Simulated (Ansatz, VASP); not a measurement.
## PbF2: VASP beside Ansatz

INCAR

```
SYSTEM = PbF2
  PREC = Accurate
  ENCUT = 520
  EDIFF = 1E-8
  ISMEAR = -1
  SIGMA = 0.03
  LREAL = .FALSE.
  LASPH = .TRUE.
  NELM = 80
  ALGO = Normal
  ISIF = 2
  LWAVE = .FALSE.
  LCHARG = .FALSE.
  LEFG = .TRUE.
  NBANDS = 21
```

KPOINTS

```
Automatic mesh
0
G
  7 7 7
  0 0 0
```

The input POSCAR:

```
PbF2
1.0
    0.0593970000      2.9995485000      2.9995485000
    2.9995485000      0.0593970000      2.9995485000
    2.9995485000      2.9995485000      0.0593970000
Pb F
1 2
Direct
    0.0000000000      0.0000000000      0.0000000000
    0.2500000000      0.2500000000      0.2500000000
    0.7500000000      0.7500000000      0.7500000000
```

Input for Ansatz:

```yaml
crystal:
  lattice:
    - [0.059397, 2.9995485, 2.9995485]
    - [2.9995485, 0.059397, 2.9995485]
    - [2.9995485, 2.9995485, 0.059397]
  atoms:
    - { symbol: Pb, position: [0.0, 0.0, 0.0] }
    - { symbol: F, position: [0.25, 0.25, 0.25] }
    - { symbol: F, position: [0.75, 0.75, 0.75] }
kpoints:
  mp_grid: { grid: [7, 7, 7] }
scf:
  occupations: { method: fermi_dirac, width: 0.03 }
hamiltonian:
  xc: lda
  pseudopotentials: { kind: all_electron, datasets: crystal }
output:
  forces: true
  stress: true
  eigenvalues: true
  efg: { contact_densities: true }
```

Change from the starting cell: equal xy, yz and zx shear strains of +2 %, crystal datasets.

Alike in both runs: task electric field gradients; functional LDA; k mesh 7 × 7 × 7; occupations fermi-dirac, width 0.03 eV; no spin polarisation.

|  | VASP | Ansatz |
| --- | --- | --- |
| version | VASP 6.6.1 | Ansatz 0.2.0 |
| potentials or method | VASP PAW LDA potentials, release 64 (Pb_d, F), cutoff 520 eV | all-electron PAW with datasets made for the crystal, scalar-relativistic |

Ansatz gave:

* gap on the k mesh at the Fermi level (eV): 4.27
* pressure (GPa): -4.8
* traceless stress, the component that is largest in VASP (GPa): -0.49
* rms of the force components (eV/Å): 0.024
* size of Vzz on the site where it differs most (V/Å²): 45.4

Q: Estimate VASP's values.

A: gap on the k mesh at the Fermi level (eV): 4.24; pressure (GPa): -4.8; traceless stress, the component that is largest in VASP (GPa): -0.51; rms of the force components (eV/Å): 0.026; size of Vzz on the site where it differs most (V/Å²): 38.7.

LDA's correlation is that of Perdew and Zunger in VASP and of Perdew and Wang (1992) in Ansatz. Atom by atom the forces differ by 0.002 eV/Å (rms over components). Ansatz ran all-electron here, and VASP with PAW potentials.

Neither program's run includes spin-orbit coupling.
